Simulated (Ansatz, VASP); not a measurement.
P: VASP beside Ansatz

File INCAR:

```
  PREC = Accurate
  ENCUT = 520
  EDIFF = 1E-6
  ISMEAR = -1
  SIGMA = 0.1
  LREAL = F
  LASPH = T
  NELM = 60
  ALGO = Normal
  ISIF = 2
  LWAVE = F
  LCHARG = T
  GGA = RP
  LELF = T
  LVHAR = T
  NBANDS = 14
```

The input KPOINTS:

```
regular mesh
0
Gamma
  9 9 14
```

File POSCAR:

```
P
1.0
    4.3554668053      0.0000000000      0.0000000000
   -2.1777334027      3.7719448987      0.0000000000
    0.0000000000      0.0000000000      2.4538048579
P
3
Direct
    1.0000000000      0.0000000000      0.0000000000
    0.3333333333      0.6666666667      0.5000000000
    0.6666666667      0.3333333333      0.5000000000
```

Input for Ansatz:

```yaml
crystal:
  lattice:
    - [4.3554668053, 0.0, 0.0]
    - [-2.1777334027, 3.7719448987, 0.0]
    - [0.0, 0.0, 2.4538048579]
  atoms:
    - { symbol: P, position: [1.0, 0.0, 0.0] }
    - { symbol: P, position: [0.3333333333, 0.6666666667, 0.5] }
    - { symbol: P, position: [0.6666666667, 0.3333333333, 0.5] }
hamiltonian:
  xc: rpbe
  pseudopotentials:
    kind: paw
    azcp:
      P: "pseudopotentials/P.paw.azcp"
basis:
  ecutwfc: 420
  fft_grid_basis: typed
kpoints:
  mp_grid: { grid: [9, 9, 14], shift: [0, 0, 0] }
magnetization:
  spin_polarized: false
scf:
  occupations: { method: fermi_dirac, width: 0.1 }
  lower_state_search: "off"
output:
  stress: true
```

Alike in both runs: task single point; functional RPBE; k mesh 9 × 9 × 14; occupations fermi-dirac, width 0.1 eV; no spin polarisation.

|  | VASP | Ansatz |
| --- | --- | --- |
| version | VASP 6.6.1 | Ansatz 0.2.0 |
| potentials or method | VASP PAW PBE potentials, release 64 (P), cutoff 520 eV | plane waves (420 eV) with PAW, scalar-relativistic |
| valence electrons in the cell | 15 | 15 |

|  | VASP | Ansatz | Ansatz less VASP |
| --- | --- | --- | --- |
| pressure (GPa) | 8.1 | 8.9 | +0.74 |
| traceless stress, the component that is largest in VASP (GPa) | 0.43 | 0.54 | +0.110 |

VASP's potentials were made for PBE, not for RPBE.
